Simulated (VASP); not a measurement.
# MoS2 (P6_3/mmc) in VASP: notebook

Runs on MoS2. Level: PBE+D3(BJ). Tasks: single point, relaxation of cell and atoms.

Everything below comes from runs of VASP 6.6.1. Logs are shortened: lines on timing, memory, paths and dates and some standing lists are left out, and cuts for length are marked.

**What was measured.**

“Multiwavelength excitation Raman Scattering Analysis of bulk and 2 dimensional MoS2: Vibrational properties of atomically thin MoS2 layers”, 2015, arxiv:1506.03228 reports, for a bulk crystal of MoS2 at 300 K: band gap 1.3 eV (indirect).

How close the calculation comes is told below.

**1. The cell of the first run**

It takes space group P6_3/mmc (No. 194, hexagonal). The conventional cell has a = 3.151 Å, b = 3.151 Å, c = 12.082 Å, α = 90.00°, β = 90.00°, γ = 120.00°. Within 3.2 Å of Mo (site symmetry -6m2) lie 6 S at 2.40 Å and 6 Mo at 3.15 Å. S (site symmetry 3m) has 3 Mo at 2.40 Å and 7 S at 3.13 to 3.15 Å within 3.2 Å.

**2. Single point, PBE+D3(BJ)**

The input, INCAR:

```
ALGO = Normal ; EDIFF = 1E-7
ENCUT = 520 ; GGA = PE
ISIF = 2 ; ISMEAR = 0
IVDW = 12 ; LASPH = T
LCHARG = T ; LELF = T
LREAL = F ; LVHAR = T
LWAVE = F ; NBANDS = 35
NELM = 60 ; PREC = Accurate
SIGMA = 0.1
```

The input, KPOINTS:

```
k-points
0
Gamma
  6 6 2
```

The input, POSCAR:

```
MoS2
1.0
    3.1505063328      0.0000000000      0.0000000000
   -1.5752531664      2.7284185190      0.0000000000
    0.0000000000      0.0000000000     12.0817266144
Mo S
2 4
Direct
    0.3333333333      0.6666666667      0.2500000000
    0.6666666667      0.3333333333      0.7500000000
    0.3333333333      0.6666666667      0.6204028221
    0.6666666667      0.3333333333      0.1204028221
    0.3333333333      0.6666666667      0.8795971779
    0.6666666667      0.3333333333      0.3795971779
```

Potentials or basis: VASP PAW PBE potentials, release 64 (Mo_sv, S).

Command:

```bash
> cat potpaw_PBE.64/Mo_sv/POTCAR potpaw_PBE.64/S/POTCAR > POTCAR
> mpirun -np 1 vasp_std > vasp.out
```

OUTCAR:

```text
EDIFF = 1E-7
   ENCUT = 520
   GGA = PE
   ISIF = 2
   ISMEAR = 0
   IVDW = 12
   LASPH = T
   LREAL = F
   NELM = 60
   PREC = Accurate
 IVDW          = 12

 ion  position               nearest neighbor table
   1  0.333  0.667  0.250-   4 2.40   6 2.40   4 2.40   6 2.40   4 2.40   6 2.40
   2  0.667  0.333  0.750-   3 2.40   5 2.40   3 2.40   5 2.40   3 2.40   5 2.40
   3  0.333  0.667  0.620-   2 2.40   2 2.40   2 2.40
   4  0.667  0.333  0.120-   1 2.40   1 2.40   1 2.40
   5  0.333  0.667  0.880-   2 2.40   2 2.40   2 2.40
   6  0.667  0.333  0.380-   1 2.40   1 2.40   1 2.40

  LATTYP: Found a hexagonal cell.
 ALAT       =     3.1505063328
 C/A-ratio  =     3.8348523501

  Lattice vectors:

 A1 = (   3.1505063328,   0.0000000000,   0.0000000000)
 A2 = (  -1.5752531664,   2.7284185190,   0.0000000000)
 A3 = (   0.0000000000,   0.0000000000,  12.0817266144)

Analysis of symmetry for initial positions (statically):
=====================================================================
 Subroutine PRICEL returns:
 Original cell was already a primitive cell.

 Routine SETGRP: Setting up the symmetry group for a
 hexagonal supercell.

 Subroutine GETGRP returns: Found 24 space group operations
 (whereof 12 operations were pure point group operations)
 out of a pool of 24 trial point group operations.

The static configuration has the point symmetry D_3d.
 The point group associated with its full space group is D_6h.

Analysis of symmetry for dynamics (positions and initial velocities):
=====================================================================
 Subroutine PRICEL returns:
 Original cell was already a primitive cell.

 Routine SETGRP: Setting up the symmetry group for a
 hexagonal supercell.

 Subroutine GETGRP returns: Found 24 space group operations
 (whereof 12 operations were pure point group operations)
 out of a pool of 24 trial point group operations.

The dynamic configuration has the point symmetry D_3d.
 The point group associated with its full space group is D_6h.

 Subroutine INISYM returns: Found 24 space group operations
 (whereof 12 operations are pure point group operations),
 and found     1 'primitive' translations

----------------------------------------------------------------------------------------

                                     Primitive cell

  volume of cell :     103.8533

  direct lattice vectors                    reciprocal lattice vectors
     3.150506333  0.000000000  0.000000000     0.317409297  0.183256343  0.000000000
    -1.575253166  2.728418519  0.000000000     0.000000000  0.366512686  0.000000000
     0.000000000  0.000000000 12.081726614     0.000000000  0.000000000  0.082769627

  length of vectors
     3.150506333  3.150506333 12.081726614     0.366512686  0.366512686  0.082769627

  position of ions in fractional coordinates (direct lattice)
     0.333333333  0.666666667  0.250000000
     0.666666667  0.333333333  0.750000000
     0.333333333  0.666666667  0.620402822
     0.666666667  0.333333333  0.120402822
     0.333333333  0.666666667  0.879597178
     0.666666667  0.333333333  0.379597178

  ion indices of the primitive-cell ions
   primitive index   ion index
                 1           1
                 2           2
                 3           3
                 4           4
                 5           5
                 6           6

----------------------------------------------------------------------------------------

 KPOINTS: k-points

Automatic generation of k-mesh.
 Grid dimensions read from file:
 generate k-points for:    6    6    2

 Generating k-lattice:

  Cartesian coordinates                     Fractional coordinates (reciprocal lattice)
     0.052901549  0.030542724  0.000000000     0.166666667  0.000000000  0.000000000
     0.000000000  0.061085448  0.000000000     0.000000000  0.166666667  0.000000000
     0.000000000  0.000000000  0.041384813     0.000000000  0.000000000  0.500000000

  Length of vectors
     0.061085448  0.061085448  0.041384813

  Shift w.r.t. Gamma in fractional coordinates (k-lattice)
     0.000000000  0.000000000  0.000000000

 Subroutine IBZKPT returns following result:
 ===========================================

 Found     14 irreducible k-points:

 Following reciprocal coordinates:
            Coordinates               Weight
  0.000000  0.000000  0.000000      1.000000
  0.166667  0.000000  0.000000      6.000000
  0.333333  0.000000  0.000000      6.000000
  0.500000  0.000000  0.000000      3.000000
  0.166667  0.166667  0.000000      6.000000
  0.333333  0.166667  0.000000     12.000000
  0.333333  0.333333  0.000000      2.000000
  0.000000  0.000000  0.500000      1.000000
  0.166667  0.000000  0.500000      6.000000
  0.333333  0.000000  0.500000      6.000000
  0.500000  0.000000  0.500000      3.000000
  0.166667  0.166667  0.500000      6.000000
  0.333333  0.166667  0.500000     12.000000
  0.333333  0.333333  0.500000      2.000000
   k-points           NKPTS =     14   k-points in BZ     NKDIM =     14   number of bands    NBANDS=     35
   number of dos      NEDOS =    301   number of ions     NIONS =      6
   total plane-waves  NPLWV =  51840
   dimension x,y,z NGX =    24 NGY =   24 NGZ =   90
   dimension x,y,z NGXF=    48 NGYF=   48 NGZF=  180
   ions per type =               2   4
   NGX,Y,Z   is equivalent  to a cutoff of  12.66, 12.66, 12.38 a.u.
   NGXF,Y,Z  is equivalent  to a cutoff of  25.33, 25.33, 24.77 a.u.
 SYSTEM =  unknown system
   PREC   = accura    normal or accurate (medium, high low for compatibility)
   ISTART =      0    job   : 0-new  1-cont  2-samecut
   ICHARG =      2    charge: 1-file 2-atom 10-const
   ISPIN  =      1    spin polarized calculation?
   LNONCOLLINEAR =      F non collinear calculations
   LSORBIT =      F    spin-orbit coupling
   LASPH  =      T    aspherical Exc in radial PAW
   ENCUT  =  520.0 eV  38.22 Ry    6.18 a.u.   5.86  5.86 22.46*2*pi/ulx,y,z
   NELM   =     60;   NELMIN=  2; NELMDL= -5     # of ELM steps
   EDIFF  = 0.1E-06   stopping-criterion for ELM
   LREAL  =      F    real-space projection
   EDIFFG = 0.1E-05   stopping-criterion for IOM
   NSW    =      0    number of steps for IOM
   IBRION =     -1    ionic relax: 0-MD 1-quasi-New 2-CG
   NFREE  =      0    steps in history (QN), initial steepest desc. (CG)
   ISIF   =      2    stress and relaxation
   ISYM   =      2    0-nonsym 1-usesym 2-fastsym
   POTIM  = 0.5000    time-step for ionic-motion
   TEBEG  =    0.0;   TEEND  =   0.0 temperature during run
   PSTRESS=    0.0 pullay stress
   NELECT =      52.0000    total number of electrons
   NUPDOWN=      -1.0000    fix difference up-down
   EMIN   =  10.00;   EMAX   =-10.00  energy-range for DOS
   EFERMI =   0.00;   METHOD = LEGACY
   ISMEAR =     0;   SIGMA  =   0.10  broadening in eV -4-tet -1-fermi 0-gaus
   EFERMI_NEDOS =   21; number of points for ismear=-14 and -15
   IALGO  =     38    algorithm
   IMIX   =      4    mixing-type and parameters
     AMIX     =   0.40;   BMIX     =  1.00
     AMIX_MAG =   1.60;   BMIX_MAG =  1.00
  volume/ion in A,a.u.               =      17.31       116.81
  Fermi-wavevector in a.u.,A,eV,Ry     =   1.299977  2.456601 22.993049  1.689941
  Thomas-Fermi vector in A             =   2.431206
   LORBIT       =      0    0 simple, 1 ext, 2 COOP (PROOUT), +10 PAW based schemes
   GGA     = PE    functional components
   LHFCALC =     F    Hartree Fock is set to
   AEXX    =    0.0000 exact exchange contribution
   IVDW    =    12    specifies the selected vdW correction
   LEPSILON=     F    determine dielectric tensor
   LRPA    =     F    only Hartree local field effects (RPA)
 non-spin polarized calculation
 Gauss-broadening in eV      SIGMA  =   0.10
  energy-cutoff  :      520.00
  volume of cell :      103.85
 maximum number of plane-waves:      2810
 NGX is ok and might be reduce to    24
   NGX = 11   NGY = 11   NGZ = 45

 number of electron      52.0000003 magnetization

 Free energy of the ion-electron system (eV)
  ---------------------------------------------------
  ext. energy  EPLUGINS =         0.00000000
  ---------------------------------------------------
  free energy    TOTEN  =       -43.54523503 eV

  energy without entropy =      -43.54523503  energy(sigma->0) =      -43.54523503

 E-fermi :   8.3370     XC(G=0): -11.0157

 val. band max:        7.9502119397   @ k =   0.0000   0.0000   0.0000
 cond. band min:       8.7470587314   @ k =   0.1667   0.1667   0.0000
 fundamental gap:      0.7968467917
 Fermi energy:         8.3370293797

 k-point     1 :       0.0000    0.0000    0.0000
  band No.  band energies     occupation
      1     -53.5919      2.00000
      2     -53.5919      2.00000
      3     -27.7570      2.00000
      4     -27.7569      2.00000
      5     -27.5137      2.00000
      6     -27.5137      2.00000
[... 27 lines left out ...]
     34      10.3990      0.00000
     35      13.5784      0.00000

 k-point     2 :       0.1667    0.0000    0.0000
  band No.  band energies     occupation
      1     -53.5812      2.00000
      2     -53.5812      2.00000
      3     -27.7362      2.00000
      4     -27.7361      2.00000
      5     -27.6190      2.00000
      6     -27.6190      2.00000
[... 27 lines left out ...]
     34      10.7424      0.00000
     35      15.1031      0.00000

 k-point     3 :       0.3333    0.0000    0.0000
  band No.  band energies     occupation
      1     -53.5598      2.00000
      2     -53.5598      2.00000
      3     -27.8245      2.00000
      4     -27.8245      2.00000
      5     -27.6943      2.00000
      6     -27.6942      2.00000
[... 27 lines left out ...]
     34      11.5898      0.00000
     35      14.5469      0.00000
[... 343 lines left out ...]
 k-point    13 :       0.3333    0.1667    0.5000
  band No.  band energies     occupation
      1     -53.5490      2.00000
      2     -53.5490      2.00000
      3     -27.8737      2.00000
      4     -27.8737      2.00000
      5     -27.6732      2.00000
      6     -27.6732      2.00000
[... 27 lines left out ...]
     34      11.7781      0.00000
     35      14.5296      0.00000

 k-point    14 :       0.3333    0.3333    0.5000
  band No.  band energies     occupation
      1     -53.5436      2.00000
      2     -53.5436      2.00000
      3     -27.8233      2.00000
      4     -27.8233      2.00000
      5     -27.7769      2.00000
      6     -27.7769      2.00000
[... 27 lines left out ...]
     34      12.1594      0.00000
     35      14.6596      0.00000

------------------------ aborting loop because EDIFF is reached ----------------------------------------

 Edisp (eV)   -2.62493

 E8    (eV) :    -1.0584

  FORCE on cell =-STRESS in cart. coord.  units (eV):
  Direction    XX          YY          ZZ          XY          YZ          ZX
  --------------------------------------------------------------------------------------
  -------------------------------------------------------------------------------------
  Total      -0.16347    -0.16347    -0.12914     0.00000     0.00000     0.00000
  in kB      -2.52187    -2.52187    -1.99235     0.00000     0.00000     0.00000
  external pressure =       -2.35 kB  Pullay stress =        0.00 kB

 VOLUME and BASIS-vectors are now :
 -----------------------------------------------------------------------------
  energy-cutoff  :      520.00
  volume of cell :      103.85
      direct lattice vectors                 reciprocal lattice vectors
     3.150506333  0.000000000  0.000000000     0.317409297  0.183256343  0.000000000
    -1.575253166  2.728418519  0.000000000     0.000000000  0.366512686  0.000000000
     0.000000000  0.000000000 12.081726614     0.000000000  0.000000000  0.082769627

 POSITION                                       TOTAL-FORCE (eV/Angst)
 -----------------------------------------------------------------------------------
     -0.00000      1.81895      3.02043         0.000000     -0.000000      0.000000
      1.57525      0.90947      9.06129        -0.000000     -0.000000      0.000000
     -0.00000      1.81895      7.49554         0.000000     -0.000000      0.018311
      1.57525      0.90947      1.45467        -0.000000      0.000000      0.018311
     -0.00000      1.81895     10.62705         0.000000     -0.000000     -0.018311
      1.57525      0.90947      4.58619        -0.000000      0.000000     -0.018311
 -----------------------------------------------------------------------------------
    total drift:                               -0.000000      0.000000     -0.000000

  FREE ENERGIE OF THE ION-ELECTRON SYSTEM (eV)
  ---------------------------------------------------
  free  energy   TOTEN  =       -46.1701696062 eV

  energy  without entropy=      -46.1701696057  energy(sigma->0) =      -46.17016961
```

Run time: 47 s. Hardware: 1 thread of Intel Xeon Platinum 8375C at 2.90GHz (Ice Lake), shared host; peak memory 0.24 GiB.

What came out:

| Item | Value |
| --- | --- |
| Free energy | -46.1702 eV |
| Pressure | -0.2 GPa |
| Largest force | 0.018 eV/Å |
| Band gap on the k mesh | 0.80 eV, indirect (least direct gap 1.70 eV) |
| Dispersion energy per atom | -0.437 eV |

Forces on the atoms (eV/Å):
```
Mo   0.000  0.000  0.000
Mo   0.000  0.000  0.000
S    0.000  0.000  0.018
S    0.000  0.000  0.018
S    0.000  0.000 -0.018
S    0.000  0.000 -0.018
```

Levels at points of the mesh, in eV from the valence-band top:
| k point | band 24 | band 25 | band 26 | band 27 | band 28 | band 29 |
| --- | --- | --- | --- | --- | --- | --- |
| (0.00, 0.00, 0.00) | -1.27 | -1.10 | 0.00 | 2.09 | 2.09 | 2.12 |
| (0.50, 0.00, 0.00) | -1.53 | -1.49 | -1.33 | 1.61 | 1.67 | 1.99 |
| (0.00, 0.00, 0.50) | -2.18 | -0.26 | -0.26 | 2.09 | 2.09 | 2.09 |
| (0.50, 0.00, 0.50) | -1.66 | -1.40 | -1.40 | 1.64 | 1.64 | 2.16 |

**3. Single point, PBE+D3(BJ), collinear spin, ferromagnetic start**

This run uses another cell than the first one, of 17.73 Å³/atom, 1.024 times its volume.

The input, INCAR:

```
ALGO     = Normal         # electronic algorithm
EDIFF    = 1E-6           # SCF threshold, eV
ENCUT    = 500            # plane-wave cutoff, eV
GGA      = PE             # functional
GGA_COMPAT= False        
ISIF     = 2              # what is computed and relaxed
ISMEAR   = 0              # smearing method
ISPIN    = 2              # spin polarisation
IVDW     = 12             # dispersion correction
LASPH    = True           # aspherical terms in the spheres
LCHARG   = False          # write CHGCAR
LMAXMIX  = 4              # l up to which the mixer works
LORBIT   = 11             # projections on sites
LREAL    = False          # projectors in reciprocal space
LWAVE    = False          # write WAVECAR
MAGMOM   = 1 1 0 0 0 0    # initial moments
NBANDS   = 39             # bands
NELM     = 200            # most SCF steps
PREC     = Accurate       # precision mode
SIGMA    = 0.1            # smearing width, eV
```

KPOINTS is that of step 2.

The input, POSCAR:

```
MoS2
1.0
    3.1610016016      0.0000000000      0.0000000000
   -1.5805008008      2.7375076884      0.0000000000
    0.0000000000      0.0000000000     12.2950000000
Mo S
2 4
Direct
    0.3333333333      0.6666666667      0.2500000000
    0.6666666667      0.3333333333      0.7500000000
    0.3333333333      0.6666666667      0.6275000000
    0.6666666667      0.3333333333      0.1275000000
    0.3333333333      0.6666666667      0.8725000000
    0.6666666667      0.3333333333      0.3725000000
```

Potentials or basis: VASP PAW PBE potentials, release 64 (Mo_sv, S).

Command:

```bash
> cat potpaw_PBE.64/Mo_sv/POTCAR potpaw_PBE.64/S/POTCAR > POTCAR
> mpirun -np 1 vasp_std > vasp.out
```

Run time: 2.5 min. Hardware: 1 thread of Intel Xeon 8259CL, shared host; peak memory 0.3 GiB.

Results (log left out):

```
Free energy                                           : -46.0253 eV
Pressure                                              : 4.8 GPa
Largest force                                         : 1.207 eV/Å
Band gap on the k mesh                                : 0.73 eV, indirect (least direct gap 1.59 eV)
Net moment                                            : 0.00 μB per cell
Valence electrons inside the program's atomic spheres : Mo 12.57; S 3.73
Dispersion energy per atom                            : -0.427 eV
```

Forces on the atoms (eV/Å):
```
Mo   0.000  0.000  0.000
Mo   0.000  0.000  0.000
S    0.000  0.000 -1.207
S    0.000  0.000 -1.207
S    0.000  0.000  1.207
S    0.000  0.000  1.207
```

Stress tensor (GPa, compression positive):
```
2.54 0.00 0.00
0.00 2.54 0.00
0.00 0.00 9.25
```

Levels at points of the mesh, in eV from the valence-band top:
Spin up:
```tsv
k point	band 24	band 25	band 26	band 27	band 28	band 29
(0.00, 0.00, 0.00)	-1.32	-1.12	0.00	1.99	1.99	2.01
(0.50, 0.00, 0.00)	-1.88	-1.57	-1.44	1.41	1.45	1.91
(0.00, 0.00, 0.50)	-2.57	-0.29	-0.29	2.00	2.00	2.00
(0.50, 0.00, 0.50)	-1.96	-1.50	-1.50	1.43	1.43	2.02
```
Spin down:
```csv
k point,band 22,band 23,band 24,band 25,band 26,band 27,band 28,band 29,band 30,band 31
"(0.00, 0.00, 0.00)",-2.55,-2.55,-1.32,-1.12,0.00,1.99,1.99,2.01,2.01,2.32
"(0.50, 0.00, 0.00)",-2.54,-2.04,-1.88,-1.57,-1.44,1.41,1.45,1.91,2.11,2.91
"(0.00, 0.00, 0.50)",-2.57,-2.57,-2.57,-0.29,-0.29,2.00,2.00,2.00,2.00,2.40
"(0.50, 0.00, 0.50)",-2.66,-1.96,-1.96,-1.50,-1.50,1.43,1.43,2.02,2.02,3.23
```

Caveat: forces of over 1 eV/Å act on the atoms, so gaps and moduli don't describe the material at rest. A k mesh can miss the band edges.

(Continued in part 2 of 2.)
